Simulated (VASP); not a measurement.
Input of a VASP 6.6.1 run:

The input POSCAR:

```
Pt
1.0
    2.8114982086      0.0000000000      0.0000000000
   -1.4057491043      2.4348288714      0.0000000000
    0.0000000000      0.0000000000      6.7392841121
Pt
3
Direct
    0.0000000000      0.0000000000      0.0000000000
    0.3333333333      0.6666666667      0.3333333333
    0.6666666667      0.3333333333      0.6666666667
```

File INCAR.step1:

```
ALGO = Normal ; EDIFF = 1E-4
ENCUT = 520 ; GGA = PE
ISMEAR = 1 ; LASPH = T
LCHARG = F ; LREAL = F
LWAVE = T ; NBANDS = 22
NELM = 100 ; PREC = Accurate
SIGMA = 0.1
```

Contents of INCAR.step2:

```
ALGO = Normal ; EDIFF = 1E-6
ENCUT = 520 ; ISIF = 2
ISMEAR = 1 ; ISTART = 1
LASPH = T ; LCHARG = F
LMIXTAU = T ; LREAL = F
LWAVE = F ; METAGGA = R2SCAN
NBANDS = 22 ; NELM = 100
PREC = Accurate ; SIGMA = 0.1
```

File KPOINTS:

```
k-points
0
Gamma
  18 18 8
```

Potentials or basis: VASP PAW PBE potentials, release 64 (Pt).

Launch:

```bash
$ cat potpaw_PBE.64/Pt/POTCAR > POTCAR
$ cp INCAR.step1 INCAR
$ mpirun -np 1 vasp_std > vasp.out
$ cp INCAR.step2 INCAR
$ mpirun -np 1 vasp_std > vasp.out
```

(1) Predict the pressure.

(2) Estimate the band gap on the k mesh.

Answers

(1) -0.8 GPa.

(2) zero (bands 15 and 16 overlap by 1.97 eV).

Caveat: the PAW data sets were made with another functional, which shifts forces and pressure a little; spin-orbit coupling is left out, which moves the levels of the heavy elements.
